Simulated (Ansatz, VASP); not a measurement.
One calculation of C, two programs

```
C
1.0
     0.00000    1.82465    1.69113
     1.82465    0.00000    1.69113
     1.82465    1.82465    0.00000
C
2
Direct
  0.50000 0.50000 0.50000
  0.75000 0.75000 0.75000
```

Change from the starting cell: strain +0.025 along x and y, -0.050 along z, atoms carried along.

Alike in both runs: task single point; functional r2SCAN; k mesh 12 × 12 × 12; occupations gaussian, width 0.05 eV; no spin polarisation.

|  | VASP | Ansatz |
| --- | --- | --- |
| version | VASP 6.6.1 | Ansatz 0.2.0 |
| potentials or method | VASP PAW PBE potentials, release 64 (C), cutoff 520 eV | scalar-relativistic, plane waves, PAW |
| valence electrons in the cell | 8 | 8 |

```csv
,VASP,Ansatz,Ansatz less VASP
gap on the k mesh at the Fermi level (eV),2.40,2.43,+0.030
least direct gap on the mesh (eV),4.50,4.54,+0.045
pressure (GPa),2.2,1.0,-1.11
"traceless stress, the component that is largest in VASP (GPa)",46.21,46.29,+0.078
```

VASP's potentials were made for PBE, not for r2SCAN.
